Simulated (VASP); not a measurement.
Rh: single point with PBE

Rh:

```xyz
2
Lattice="2.6406 0.0000 0.0000 -1.3203 2.2868 0.0000 0.0000 0.0000 4.2495" Properties=species:S:1:pos:R:3 pbc="T T T"
Rh    1.3203    0.7623    3.1871
Rh    0.0000    1.5245    1.0624
```

This isn't the form of Rh at room conditions, which is fcc.

```
Program             : VASP 6.6.1
Task                : single point
Functional          : PBE
Potentials or basis : VASP PAW PBE potentials, release 64 (Rh_pv)
Cutoff              : 520 eV
k mesh              : 21 × 21 × 12
Occupations         : gaussian, width 0.15 eV
Spin                : no spin polarisation
```

| Item | Value |
| --- | --- |
| Pressure | 30.8 GPa |
| Band gap on the k mesh | zero (bands 15 and 16 overlap by 2.68 eV) |

Stress tensor (GPa, compression positive):
```
30.22  0.00  0.00
 0.00 30.22  0.00
 0.00  0.00 32.02
```

Levels at points of the mesh, in eV from the Fermi level:
| k point | band 12 | band 13 | band 14 | band 15 | band 16 | band 17 | band 18 | band 19 |
| --- | --- | --- | --- | --- | --- | --- | --- | --- |
| (0.00, 0.00, 0.00) | -2.80 | -2.80 | -2.18 | -2.18 | 0.14 | 0.14 | 0.70 | 9.42 |
| (0.00, 0.00, 0.50) | -3.53 | -3.53 | -3.53 | -0.49 | -0.49 | -0.49 | -0.49 | 15.07 |

Run time: 3.3 min on 1 thread of Intel Xeon 8259CL, on a shared host, peak memory 0.26 GiB.

Caveat: the cell stands under pressure.
